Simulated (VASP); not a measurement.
A run of VASP 6.6.1 is set up as follows.

The input INCAR:

```
PREC = Accurate ; ENCUT = 520
EDIFF = 1E-6 ; ISMEAR = 0
SIGMA = 0.1 ; LREAL = F
LASPH = T ; NELM = 150
ALGO = Normal ; ISIF = 2
LWAVE = F ; LCHARG = F
ISPIN = 2 ; MAGMOM = 0 0.16
LORBIT = 11 ; LMAXMIX = 4
NBANDS = 17
```

Contents of KPOINTS:

```
Automatic mesh
0
Gamma
  14 14 14
```

The input POSCAR:

```
AlCo
1.0
    2.8520183611      0.0000000000      0.0000000000
    0.0000000000      2.8520183611      0.0000000000
    0.0000000000      0.0000000000      2.8520183611
Al Co
1 1
Direct
    0.0000000000      0.0000000000      0.0000000000
    0.5000000000      0.5000000000      0.5000000000
```

Potentials or basis: VASP PAW LDA potentials, release 64 (Al, Co).

Command:

```console
$ cat potpaw_LDA.64/Al/POTCAR potpaw_LDA.64/Co/POTCAR > POTCAR
$ mpirun -np 1 vasp_std > vasp.out
```

What does it give for the net moment?

0.00 μB per cell.

Estimate the band gap on the k mesh.

zero (filled and empty bands overlap).

Caveat: the cell stands under tension.
